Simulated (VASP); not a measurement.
A run of VASP 6.6.1 is set up as follows.

File INCAR:

```
SYSTEM = Pt
  PREC = Accurate
  ENCUT = 500
  EDIFF = 1E-6
  ISMEAR = -1
  SIGMA = 0.1
  LREAL = .False.
  LASPH = .True.
  NELM = 200
  ALGO = Normal
  ISIF = 2
  LWAVE = .False.
  LCHARG = .True.
  ISPIN = 2
  MAGMOM = 0
  LORBIT = 11
  LMAXMIX = 4
  GGA = PE
  LELF = .True.
  LVHAR = .True.
  NBANDS = 15
  GGA_COMPAT = .False.
```

File KPOINTS:

```
regular mesh
0
Gamma
  8 8 8
  0 0 0
```

Contents of POSCAR:

```
Pt
1.0
    0.0000000000      1.8940000000      1.8940000000
    1.8940000000      0.0000000000      1.8940000000
    1.8940000000      1.8940000000      0.0000000000
Pt
1
Direct
    0.0000000000      0.0000000000      0.0000000000
```

Potentials or basis: VASP PAW PBE potentials, release 64 (Pt).

Command:

```sh
$ cat potpaw_PBE.64/Pt/POTCAR > POTCAR
$ mpirun -np 1 vasp_std > vasp.out
```

Predict the band gap on the k mesh.

zero (filled and empty bands overlap).

Predict the pressure.

50.3 GPa.

Caveat: the cell stands under pressure; spin-orbit coupling is left out, which moves the levels of the heavy elements.
